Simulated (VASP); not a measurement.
MoH5: relaxation of cell and atoms with PBE

Crystal: MoH5.

```
H Mo
1.0
     0.00000    2.43530    2.43530
     2.43530    0.00000    2.43530
     2.43530    2.43530    0.00000
H Mo
5 1
Cartesian
  3.0529 3.0529 1.8177
  3.0529 1.8177 3.0529
  1.8177 3.0529 3.0529
  1.8177 1.8177 1.8177
  3.6530 3.6530 3.6530
  0.0000 0.0000 0.0000
```

The cell was generated, and may not be a known phase.

```
Program                : VASP 6.6.1
Task                   : relaxation of cell and atoms
Functional             : PBE
Potentials or basis    : VASP PAW PBE potentials, release 64 (H, Mo_sv)
Cutoff                 : 600 eV
k mesh                 : 14 × 14 × 14
Occupations            : gaussian, width 0.1 eV
Spin                   : no spin polarisation
Dipole correction      : no
Further INCAR settings : ALGO = Normal; EDIFF = 1e-06; IBRION = 2; EDIFFG = -0.01; NSW = 100; ISIF = 3
```

```json
{
 "Relaxed volume": "4.84 Å³/atom",
 "Relaxed cell": "a = 3.450 Å, b = 3.450 Å, c = 3.450 Å, α = 60.00°, β = 60.00°, γ = 60.00°",
 "Space group after relaxing (to 0.1 Å)": "F-43m (No. 216)",
 "Energy gained by relaxing": "0.1 meV/atom",
 "Ionic steps": "5",
 "Pressure after relaxing": "0.0 GPa",
 "Band gap on the k mesh": "zero (an odd number of electrons rules out a gap without spin polarisation)"
}
```

Step by step:
```tsv
step	energy change (eV)	largest force (eV/Å)	pressure (GPa)	volume (Å³)
1	0.0000	0.0245	0.86	28.89
2	-0.0004	0.0209	0.16	28.99
3	-0.0005	0.0194	-0.14	29.04
4	-0.0006	0.0120	-0.12	29.04
5	-0.0006	0.0007	0.02	29.03
```

Final structure:
```yaml
crystal:
  lattice:
    - [0.00000, 2.43945, 2.43945]
    - [2.43945, 0.00000, 2.43945]
    - [2.43945, 2.43945, 0.00000]
  atoms:
    - { symbol: H, position: [0.37262, 0.37262, 0.88215] }
    - { symbol: H, position: [0.37262, 0.88215, 0.37262] }
    - { symbol: H, position: [0.88215, 0.37262, 0.37262] }
    - { symbol: H, position: [0.37262, 0.37262, 0.37262] }
    - { symbol: H, position: [0.75000, 0.75000, 0.75000] }
    - { symbol: Mo, position: [0.00000, 0.00000, 0.00000] }
```

Levels at points of the mesh, in eV from the Fermi level:
| k point | band 6 | band 7 | band 8 | band 9 | band 10 | band 11 | band 12 | band 13 |
| --- | --- | --- | --- | --- | --- | --- | --- | --- |
| (0.00, 0.00, 0.00) | -3.64 | -3.64 | -3.64 | -1.10 | -1.04 | -1.04 | 3.11 | 3.11 |
| (0.50, 0.00, 0.00) | -8.84 | -4.33 | -4.33 | -0.89 | 0.08 | 0.08 | 2.18 | 4.96 |
| (0.50, 0.50, 0.00) | -8.32 | -6.81 | -1.16 | -1.16 | 0.07 | 0.56 | 0.56 | 3.27 |

It took 2.2 min on 1 thread of Intel(R) Xeon(R) Platinum 8259CL CPU @ 2.50GHz (Skylake/Cascade Lake), with other jobs on the host, peak memory 0.2 GiB.

Caveat: an odd number of electrons without spin polarisation forces a metal; a magnetic or distorted state may lie lower.
